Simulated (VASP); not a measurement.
The system is HgS2.

```xyz
3
Lattice="3.3969 -1.9607 0.0000 3.3969 1.9607 0.0000 -2.2398 0.0000 6.3060" Properties=species:S:1:pos:R:3 pbc="T T T"
Hg    0.0000    0.0000    0.0000
S     4.4964    0.0000    1.4567
S     0.0576    0.0000    4.8493
```

```yaml
Program: VASP 6.6.1
Task: relaxation of cell and atoms
Functional: PBE
Potentials_or_basis: VASP PAW PBE potentials, release 64 (Hg, S)
Cutoff: 600 eV
k_mesh: 6 × 6 × 4
Occupations: gaussian, width 0.1 eV
Spin: no spin polarisation
```

At the start: pressure -3.9 GPa; volume 28.00 Å³/atom.

Problem. Where does the relaxation end?

Solution. Over 82 steps the energy falls by 297.3 meV/atom and the volume is 27.94 Å³/atom (-0.2 %); space group R-3m (No. 166, to 0.1 Å) before, C2/m (No. 12, to 0.1 Å).

The path:
| step | energy change (eV) | largest force (eV/Å) | pressure (GPa) | volume (Å³) |
| --- | --- | --- | --- | --- |
| 1 | 0.0000 | 0.2805 | -3.86 | 84.00 |
| 4 | -0.0963 | 0.2863 | -0.12 | 77.07 |
| 7 | -0.2433 | 0.3670 | 3.73 | 65.11 |
| 10 | -0.2654 | 0.3170 | 3.76 | 64.45 |
| 13 | -0.2915 | 0.2119 | 4.51 | 62.77 |
| 16 | -0.3835 | 0.3544 | -1.44 | 67.19 |
| 19 | -0.4163 | 0.3160 | -0.29 | 66.46 |
| 22 | -0.4353 | 0.3191 | 0.48 | 66.47 |
| 25 | -0.4766 | 0.4222 | 1.03 | 74.35 |
| 28 | -0.5522 | 0.1608 | -0.38 | 75.68 |
| 31 | -0.5718 | 0.1853 | 0.18 | 78.07 |
| 34 | -0.5875 | 0.3167 | 1.49 | 77.18 |
| 37 | -0.6439 | 0.2864 | 1.34 | 77.33 |
| 40 | -0.6656 | 0.1121 | -0.69 | 78.87 |
| 43 | -0.6776 | 0.0995 | -0.15 | 77.12 |
| 46 | -0.7027 | 0.0724 | -0.02 | 73.04 |
| 49 | -0.7277 | 0.2311 | 0.26 | 67.87 |
| 52 | -0.7377 | 0.2951 | -0.23 | 67.27 |
| 55 | -0.7814 | 0.1569 | 1.42 | 66.47 |
| 58 | -0.8131 | 0.3634 | -1.92 | 75.04 |
| 61 | -0.8402 | 0.1922 | -0.62 | 74.88 |
| 64 | -0.8523 | 0.0277 | 0.72 | 76.87 |
| 67 | -0.8680 | 0.1857 | 0.81 | 84.61 |
| 70 | -0.8789 | 0.0393 | -0.11 | 90.97 |
| 73 | -0.8823 | 0.1540 | -0.49 | 88.56 |
| 76 | -0.8882 | 0.1236 | -0.15 | 84.30 |
| 79 | -0.8892 | 0.0784 | 0.02 | 83.28 |
| 82 | -0.8919 | 0.0247 | -0.03 | 83.81 |

Final structure:
```yaml
crystal:
  lattice:
    - [4.36814, -1.54863, 0.96882]
    - [4.36814, 1.54863, 0.96882]
    - [-2.13761, 0.00000, 5.72062]
  atoms:
    - { symbol: Hg, position: [0.00000, 0.00000, 0.00000] }
    - { symbol: S, position: [0.71074, 0.71074, 0.38269] }
    - { symbol: S, position: [0.28926, 0.28926, 0.61731] }
```

Caveat: a cell axis changed by over 15 % at a fixed basis, so the end point is rough.
